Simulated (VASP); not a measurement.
# SrO (Fm-3m) in VASP: notebook

Runs on SrO. Level: LDA. Tasks: density of states, electric field gradients.

Program: VASP 6.6.1. These are calculated values, not measurements. Logs are shortened: lines on timing, memory, paths and dates and some standing lists are left out, and cuts for length are marked.

## Step 1: The cell of the first run

The structure is cubic, space group Fm-3m (No. 225). Conventional cell: a = 5.140 Å, b = 5.140 Å, c = 5.140 Å, α = 90.00°, β = 90.00°, γ = 90.00°. Within 3.4 Å of Sr (site symmetry m-3m) lie 6 O at 2.57 Å. Within 3.4 Å of O (site symmetry m-3m) lie 6 Sr at 2.57 Å.

## Step 2: Density of states, LDA

POSCAR reads:

```
SrO
1.0
    0.0000000000      2.5698000000      2.5698000000
    2.5698000000      0.0000000000      2.5698000000
    2.5698000000      2.5698000000      0.0000000000
Sr O
1 1
Direct
    0.0000000000      0.0000000000      0.0000000000
    0.5000000000      0.5000000000      0.5000000000
```

INCAR.step1 reads:

```
PREC = Accurate ; ENCUT = 520
EDIFF = 1E-6 ; ISMEAR = -1
SIGMA = 0.02 ; LREAL = F
LASPH = T ; NELM = 100
ALGO = Normal ; ISIF = 2
LWAVE = F ; LCHARG = T
GGA = CA ; NBANDS = 15
```

KPOINTS.step1 reads:

```
regular mesh
0
Gamma
  8 8 8
```

INCAR.step2 reads:

```
PREC = Accurate ; ENCUT = 520
EDIFF = 1E-6 ; ISMEAR = -5
SIGMA = 0.02 ; LREAL = F
LASPH = T ; NELM = 100
ALGO = Normal ; ISIF = 2
LWAVE = F ; LCHARG = F
GGA = CA ; LORBIT = 11
NEDOS = 2001 ; ICHARG = 11
```

KPOINTS.step2 reads:

```
regular mesh
0
Gamma
  12 12 12
```

Potentials or basis: VASP PAW LDA potentials, release 64 (Sr_sv, O).

Started as:

```console
> cat potpaw_LDA.64/Sr_sv/POTCAR potpaw_LDA.64/O/POTCAR > POTCAR
> cp INCAR.step1 INCAR
> cp KPOINTS.step1 KPOINTS
> mpirun -np 1 vasp_std > vasp.out
> cp INCAR.step2 INCAR
> cp KPOINTS.step2 KPOINTS
> mpirun -np 1 vasp_std > vasp.out
```

OUTCAR:

```text
PREC = Accurate
   ENCUT = 520
   EDIFF = 1E-6
   ISMEAR = -5
   LREAL = F
   LASPH = T
   NELM = 100
   ISIF = 2
   GGA = CA
   LORBIT = 11
   ICHARG = 11

 ion  position               nearest neighbor table
   1  0.000  0.000  0.000-   2 2.57   2 2.57   2 2.57   2 2.57   2 2.57   2 2.57
   2  0.500  0.500  0.500-   1 2.57   1 2.57   1 2.57   1 2.57   1 2.57   1 2.57

  LATTYP: Found a face centered cubic cell.
 ALAT       =     5.1396000000

  Lattice vectors:

 A1 = (   0.0000000000,   2.5698000000,   2.5698000000)
 A2 = (   2.5698000000,   0.0000000000,   2.5698000000)
 A3 = (   2.5698000000,   2.5698000000,   0.0000000000)

Analysis of symmetry for initial positions (statically):
=====================================================================
 Subroutine PRICEL returns:
 Original cell was already a primitive cell.

 Routine SETGRP: Setting up the symmetry group for a
 face centered cubic supercell.

 Subroutine GETGRP returns: Found 48 space group operations
 (whereof 48 operations were pure point group operations)
 out of a pool of 48 trial point group operations.

The static configuration has the point symmetry O_h .

Analysis of symmetry for dynamics (positions and initial velocities):
=====================================================================
 Subroutine PRICEL returns:
 Original cell was already a primitive cell.

 Routine SETGRP: Setting up the symmetry group for a
 face centered cubic supercell.

 Subroutine GETGRP returns: Found 48 space group operations
 (whereof 48 operations were pure point group operations)
 out of a pool of 48 trial point group operations.

The dynamic configuration has the point symmetry O_h .

 Subroutine INISYM returns: Found 48 space group operations
 (whereof 48 operations are pure point group operations),
 and found     1 'primitive' translations

----------------------------------------------------------------------------------------

                                     Primitive cell

  volume of cell :      33.9413

  direct lattice vectors                    reciprocal lattice vectors
     0.000000000  2.569800000  2.569800000    -0.194567671  0.194567671  0.194567671
     2.569800000  0.000000000  2.569800000     0.194567671 -0.194567671  0.194567671
     2.569800000  2.569800000  0.000000000     0.194567671  0.194567671 -0.194567671

  length of vectors
     3.634246013  3.634246013  3.634246013     0.337001091  0.337001091  0.337001091

  position of ions in fractional coordinates (direct lattice)
     0.000000000  0.000000000  0.000000000
     0.500000000  0.500000000  0.500000000

  ion indices of the primitive-cell ions
   primitive index   ion index
                 1           1
                 2           2

----------------------------------------------------------------------------------------

 KPOINTS: regular mesh

Automatic generation of k-mesh.
 Grid dimensions read from file:
 generate k-points for:   12   12   12

 Generating k-lattice:

  Cartesian coordinates                     Fractional coordinates (reciprocal lattice)
    -0.016213973  0.016213973  0.016213973     0.083333333  0.000000000  0.000000000
     0.016213973 -0.016213973  0.016213973     0.000000000  0.083333333  0.000000000
     0.016213973  0.016213973 -0.016213973     0.000000000  0.000000000  0.083333333

  Length of vectors
     0.028083424  0.028083424  0.028083424

  Shift w.r.t. Gamma in fractional coordinates (k-lattice)
     0.000000000  0.000000000  0.000000000

 TETIRR: Found    247 inequivalent tetrahedra from    10368

 Subroutine IBZKPT returns following result:
 ===========================================

 Found     72 irreducible k-points:

 Following reciprocal coordinates:
            Coordinates               Weight
  0.000000  0.000000  0.000000      1.000000
  0.083333  0.000000  0.000000      8.000000
  0.166667  0.000000  0.000000      8.000000
  0.250000  0.000000  0.000000      8.000000
  0.333333  0.000000  0.000000      8.000000
  0.416667  0.000000  0.000000      8.000000
[... 16 lines left out ...]
  0.500000  0.166667  0.000000     24.000000
 -0.416667  0.166667  0.000000     24.000000
 [... further k-points ...]
   k-points           NKPTS =     72   k-points in BZ     NKDIM =     72   number of bands    NBANDS=     12
   number of dos      NEDOS =   2001   number of ions     NIONS =      2
   total plane-waves  NPLWV =  21952
   dimension x,y,z NGX =    28 NGY =   28 NGZ =   28
   dimension x,y,z NGXF=    56 NGYF=   56 NGZF=   56
   ions per type =               1   1
   NGX,Y,Z   is equivalent  to a cutoff of  12.81, 12.81, 12.81 a.u.
   NGXF,Y,Z  is equivalent  to a cutoff of  25.62, 25.62, 25.62 a.u.
 SYSTEM =  unknown system
   PREC   = accura    normal or accurate (medium, high low for compatibility)
   ISTART =      0    job   : 0-new  1-cont  2-samecut
   ICHARG =     11    charge: 1-file 2-atom 10-const
   ISPIN  =      1    spin polarized calculation?
   LNONCOLLINEAR =      F non collinear calculations
   LSORBIT =      F    spin-orbit coupling
   LASPH  =      T    aspherical Exc in radial PAW
   ENCUT  =  520.0 eV  38.22 Ry    6.18 a.u.   6.76  6.76  6.76*2*pi/ulx,y,z
   NELM   =    100;   NELMIN=  2; NELMDL=  0     # of ELM steps
   EDIFF  = 0.1E-05   stopping-criterion for ELM
   LREAL  =      F    real-space projection
   EDIFFG = 0.1E-04   stopping-criterion for IOM
   NSW    =      0    number of steps for IOM
   IBRION =     -1    ionic relax: 0-MD 1-quasi-New 2-CG
   NFREE  =      0    steps in history (QN), initial steepest desc. (CG)
   ISIF   =      2    stress and relaxation
   ISYM   =      2    0-nonsym 1-usesym 2-fastsym
   POTIM  = 0.5000    time-step for ionic-motion
   TEBEG  =    0.0;   TEEND  =   0.0 temperature during run
   PSTRESS=    0.0 pullay stress
   NELECT =      16.0000    total number of electrons
   NUPDOWN=      -1.0000    fix difference up-down
   EMIN   =  10.00;   EMAX   =-10.00  energy-range for DOS
   EFERMI =   0.00;   METHOD = LEGACY
   ISMEAR =    -5;   SIGMA  =   0.02  broadening in eV -4-tet -1-fermi 0-gaus
   EFERMI_NEDOS =   21; number of points for ismear=-14 and -15
   IALGO  =     38    algorithm
   IMIX   =      4    mixing-type and parameters
     AMIX     =   0.40;   BMIX     =  1.00
     AMIX_MAG =   1.60;   BMIX_MAG =  1.00
  volume/ion in A,a.u.               =      16.97       114.52
  Fermi-wavevector in a.u.,A,eV,Ry     =   1.274106  2.407711 22.086959  1.623346
  Thomas-Fermi vector in A             =   2.406892
   LORBIT       =     11    0 simple, 1 ext, 2 COOP (PROOUT), +10 PAW based schemes
   GGA     = CA    functional components
   LHFCALC =     F    Hartree Fock is set to
   AEXX    =    0.0000 exact exchange contribution
   IVDW    =     0    specifies the selected vdW correction
   LEPSILON=     F    determine dielectric tensor
   LRPA    =     F    only Hartree local field effects (RPA)
 non-spin polarized calculation
 Fermi weights with tetrahedron method with Bloechl corrections
  energy-cutoff  :      520.00
  volume of cell :       33.94
 maximum number of plane-waves:       941

 number of electron      15.9999997 magnetization

 Free energy of the ion-electron system (eV)
  ---------------------------------------------------
  ext. energy  EPLUGINS =         0.00000000
  ---------------------------------------------------
  free energy    TOTEN  =       -13.37488715 eV

  energy without entropy =      -13.37488715  energy(sigma->0) =      -13.37488715

 E-fermi :   1.3656     XC(G=0): -10.5339

 val. band max:        1.3497873520   @ k =   0.0000   0.0000   0.0000
 cond. band min:       4.4487065819   @ k =   0.5000   0.5000   0.0000
 fundamental gap:      3.0989192299
 Fermi energy:         1.3655894566

 k-point     1 :       0.0000    0.0000    0.0000
  band No.  band energies     occupation
      1     -30.7297      2.00000
      2     -13.4123      2.00000
      3     -12.4546      2.00000
      4     -12.4546      2.00000
      5     -12.4546      2.00000
      6       1.3498      2.00000
      7       1.3498      2.00000
      8       1.3498      2.00000
      9       5.1604      0.00000
     10       7.4575      0.00000
     11       7.4575      0.00000
     12       7.4575      0.00000

 k-point     2 :       0.0833    0.0000    0.0000
  band No.  band energies     occupation
      1     -30.7201      2.00000
      2     -13.6292      2.00000
      3     -12.4605      2.00000
      4     -12.4605      2.00000
      5     -12.2601      2.00000
      6       1.1181      2.00000
      7       1.2553      2.00000
      8       1.2553      2.00000
      9       5.4985      0.00000
     10       7.3706      0.00000
     11       7.5976      0.00000
     12       7.5976      0.00000

 k-point     3 :       0.1667    0.0000    0.0000
  band No.  band energies     occupation
      1     -30.6937      2.00000
      2     -14.0347      2.00000
      3     -12.4765      2.00000
      4     -12.4765      2.00000
      5     -11.9170      2.00000
      6       0.5958      2.00000
      7       1.0128      2.00000
      8       1.0128      2.00000
      9       6.3301      0.00000
     10       7.2435      0.00000
     11       8.0016      0.00000
     12       8.0016      0.00000
[... 286 lines left out ...]
 k-point    23 :       0.5000    0.1667    0.0000
  band No.  band energies     occupation
      1     -30.5731      2.00000
      2     -14.8125      2.00000
      3     -12.7363      2.00000
      4     -12.6182      2.00000
      5     -11.4575      2.00000
      6      -0.4030      2.00000
      7       0.3837      2.00000
      8       0.4492      2.00000
      9       7.2139      0.00000
     10       8.6308      0.00000
     11      10.5546      0.00000
     12      10.6943      0.00000

 k-point    24 :      -0.4167    0.1667    0.0000
  band No.  band energies     occupation
      1     -30.5705      2.00000
      2     -14.8457      2.00000
      3     -12.7842      2.00000
      4     -12.5859      2.00000
      5     -11.3976      2.00000
      6      -0.5028      2.00000
      7       0.3071      2.00000
      8       0.4815      2.00000
      9       7.7178      0.00000
     10       8.3971      0.00000
     11      10.3134      0.00000
     12      10.7120      0.00000

 [... further k-points ...]
[... 5 lines left out ...]
  --------------------------------------------------------------------------------------
  -------------------------------------------------------------------------------------
  Total       -0.7386802     -0.7386802     -0.7386802      0.0000000      0.0000000      0.0000000
  in kB      -34.8689669    -34.8689669    -34.8689669      0.0000000      0.0000000      0.0000000
  external PRESSURE =     -34.8689669 kB  Pullay stress =       0.0000000 kB

 VOLUME and BASIS-vectors are now :
 -----------------------------------------------------------------------------
  energy-cutoff  :      520.00
  volume of cell :       33.94
      direct lattice vectors                 reciprocal lattice vectors
     0.000000000  2.569800000  2.569800000    -0.194567671  0.194567671  0.194567671
     2.569800000  0.000000000  2.569800000     0.194567671 -0.194567671  0.194567671
     2.569800000  2.569800000  0.000000000     0.194567671  0.194567671 -0.194567671

 POSITION                                       TOTAL-FORCE (eV/Angst)
 -----------------------------------------------------------------------------------
      0.00000      0.00000      0.00000        -0.000000     -0.000000     -0.000000
      2.56980      2.56980      2.56980         0.000000      0.000000      0.000000
 -----------------------------------------------------------------------------------
    total drift:                                0.000000      0.000000      0.000000

  FREE ENERGIE OF THE ION-ELECTRON SYSTEM (eV)
  ---------------------------------------------------
  free  energy   TOTEN  =       -13.3748871457 eV

  energy  without entropy=      -13.3748871457  energy(sigma->0) =      -13.37488715

 total charge

# of ion       s       p       d       tot
------------------------------------------
    1        2.017   5.806   0.264   8.086
    2        1.541   3.399   0.000   4.940
--------------------------------------------------
tot          3.558   9.204   0.264  13.026
```

Wall time 16 s (1 thread of Intel Xeon 6975P-C (Granite Rapids), shared host); peak memory 0.15 GiB.

What came out:

```
Valence electrons inside the program's atomic spheres : Sr 8.09; O 4.94
```

Levels at points of the mesh, in eV from the valence-band top:
```
           k point  band 6  band 7  band 8  band 9  band 10  band 11
(0.00, 0.00, 0.00)    0.00    0.00    0.00    3.81     6.11     6.11
(0.50, 0.00, 0.00)   -2.25   -1.16   -1.16    6.45     8.28     8.81
(0.50, 0.50, 0.00)   -0.42   -0.08   -0.08    3.10     7.76    10.19
```

## Step 3: Electric field gradients, LDA (volume scaled by 0.95)

INCAR reads:

```
ALGO = Normal ; EDIFF = 1E-8
ENCUT = 520 ; GGA = CA
ISIF = 2 ; ISMEAR = -1
LASPH = True ; LCHARG = False
LEFG = True ; LREAL = False
LWAVE = False ; NBANDS = 15
NELM = 100 ; PREC = Accurate
SIGMA = 0.02
```

KPOINTS reads:

```
k-points
0
Gamma
  8 8 8
```

POSCAR reads:

```
SrO
1.0
    0.0000000000      2.5262356518      2.5262356518
    2.5262356518      0.0000000000      2.5262356518
    2.5262356518      2.5262356518      0.0000000000
Sr O
1 1
Direct
    0.0000000000      0.0000000000      0.0000000000
    0.5000000000      0.5000000000      0.5000000000
```

Potentials or basis: VASP PAW LDA potentials, release 64 (Sr_sv, O).

Started as:

```console
> cat potpaw_LDA.64/Sr_sv/POTCAR potpaw_LDA.64/O/POTCAR > POTCAR
> mpirun -np 1 vasp_std > vasp.out
```

OUTCAR:

```text
EDIFF = 1E-8
   ENCUT = 520
   GGA = CA
   ISIF = 2
   ISMEAR = -1
   LASPH = True
   LREAL = False
   NELM = 100
   PREC = Accurate

 ion  position               nearest neighbor table
   1  0.000  0.000  0.000-   2 2.53   2 2.53   2 2.53   2 2.53   2 2.53   2 2.53
   2  0.500  0.500  0.500-   1 2.53   1 2.53   1 2.53   1 2.53   1 2.53   1 2.53

  LATTYP: Found a face centered cubic cell.
 ALAT       =     5.0524713036

  Lattice vectors:

 A1 = (   0.0000000000,   2.5262356518,   2.5262356518)
 A2 = (   2.5262356518,   0.0000000000,   2.5262356518)
 A3 = (   2.5262356518,   2.5262356518,   0.0000000000)

Analysis of symmetry for initial positions (statically):
=====================================================================
 Subroutine PRICEL returns:
 Original cell was already a primitive cell.

 Routine SETGRP: Setting up the symmetry group for a
 face centered cubic supercell.

 Subroutine GETGRP returns: Found 48 space group operations
 (whereof 48 operations were pure point group operations)
 out of a pool of 48 trial point group operations.

The static configuration has the point symmetry O_h .

Analysis of symmetry for dynamics (positions and initial velocities):
=====================================================================
 Subroutine PRICEL returns:
 Original cell was already a primitive cell.

 Routine SETGRP: Setting up the symmetry group for a
 face centered cubic supercell.

 Subroutine GETGRP returns: Found 48 space group operations
 (whereof 48 operations were pure point group operations)
 out of a pool of 48 trial point group operations.

[... 166 lines left out ...]
     11       7.8195      0.00000
     12       7.8195      0.00000
     13      10.1679      0.00000
     14      10.1679      0.00000
[... 401 lines left out ...]
      2     -14.5971      2.00000
      3     -12.4523      2.00000
      4     -12.2537      2.00000
      5     -11.0593      2.00000
      6      -0.0802      2.00000
      7       0.6808      2.00000
      8       0.7875      2.00000
      9       8.0471      0.00000
     10       8.4172      0.00000
     11      11.3257      0.00000
     12      11.4007      0.00000
     13      13.7143      0.00000
     14      15.0217      0.00000
     15      15.3971      0.00000

 [... further k-points ...]
[... 5 lines left out ...]
  --------------------------------------------------------------------------------------
  -------------------------------------------------------------------------------------
  Total        0.3257877      0.3257877      0.3257877      0.0000000      0.0000000      0.0000000
  in kB       16.1880166     16.1880166     16.1880166      0.0000000      0.0000000      0.0000000
  external PRESSURE =      16.1880166 kB  Pullay stress =       0.0000000 kB

 VOLUME and BASIS-vectors are now :
 -----------------------------------------------------------------------------
  energy-cutoff  :      520.00
  volume of cell :       32.24
      direct lattice vectors                 reciprocal lattice vectors
     0.000000000  2.526235652  2.526235652    -0.197922945  0.197922945  0.197922945
     2.526235652  0.000000000  2.526235652     0.197922945 -0.197922945  0.197922945
     2.526235652  2.526235652  0.000000000     0.197922945  0.197922945 -0.197922945

 POSITION                                       TOTAL-FORCE (eV/Angst)
 -----------------------------------------------------------------------------------
      0.00000      0.00000      0.00000         0.000000     -0.000000      0.000000
      2.52624      2.52624      2.52624        -0.000000      0.000000     -0.000000
 -----------------------------------------------------------------------------------
    total drift:                                0.000000      0.000000      0.000000

  FREE ENERGIE OF THE ION-ELECTRON SYSTEM (eV)
  ---------------------------------------------------
  free  energy   TOTEN  =       -13.3848235799 eV

  energy  without entropy=      -13.3848235799  energy(sigma->0) =      -13.38482358

 Electric field gradients (V/A^2)
---------------------------------------------------------------------
 ion       V_xx      V_yy      V_zz      V_xy      V_xz      V_yz
---------------------------------------------------------------------
   1       0.000    -0.000     0.000     0.000     0.000     0.000
   2      -0.000    -0.000    -0.000    -0.002    -0.002    -0.002
---------------------------------------------------------------------

 Electric field gradients after diagonalization (V/A^2)
 (convention: |V_zz| > |V_xx| > |V_yy|)
----------------------------------------------------------------------
 ion       V_xx      V_yy      V_zz     asymmetry (V_yy - V_xx)/ V_zz
----------------------------------------------------------------------
   1      -0.000    -0.000     0.000       0.000
   2       0.002     0.002    -0.004       0.000
----------------------------------------------------------------------

           NMR quadrupolar parameters

 Cq : quadrupolar parameter    Cq=e*Q*V_zz/h
 eta: asymmetry parameters     (V_yy - V_xx)/ V_zz
 Q  : nuclear electric quadrupole moment in mb (millibarn)
----------------------------------------------------------------------
 ion       Cq(MHz)       eta       Q (mb)
----------------------------------------------------------------------
   1       0.000       0.000       1.000
   2      -0.000       0.000       1.000
----------------------------------------------------------------------
```

Wall time 13 s (1 thread of Intel Xeon Platinum 8488C (Sapphire Rapids), shared host); peak memory 0.14 GiB.

Results:

```yaml
Free_energy: -13.3848 eV
Pressure: 1.6 GPa
Band_gap_on_the_k_mesh: 3.05 eV, indirect (least direct gap 3.10 eV)
```

Levels at points of the mesh, in eV from the valence-band top:
```
           k point  band 5  band 6  band 7  band 8  band 9  band 10  band 11  band 12
(0.00, 0.00, 0.00)  -13.58    0.00    0.00    0.00    4.18     6.21     6.21     6.21
(0.50, 0.00, 0.00)  -12.26   -2.35   -1.27   -1.27    6.67     8.69     9.11     9.11
(0.50, 0.50, 0.00)  -14.03   -0.32   -0.04   -0.04    3.05     8.17    10.54    10.65
```

Caveat: without QUAD_EFG the Cq values of the log hold for a quadrupole moment of 1 mb, not for the nuclei. A k mesh can miss the band edges.

(Continued in part 2 of 2.)
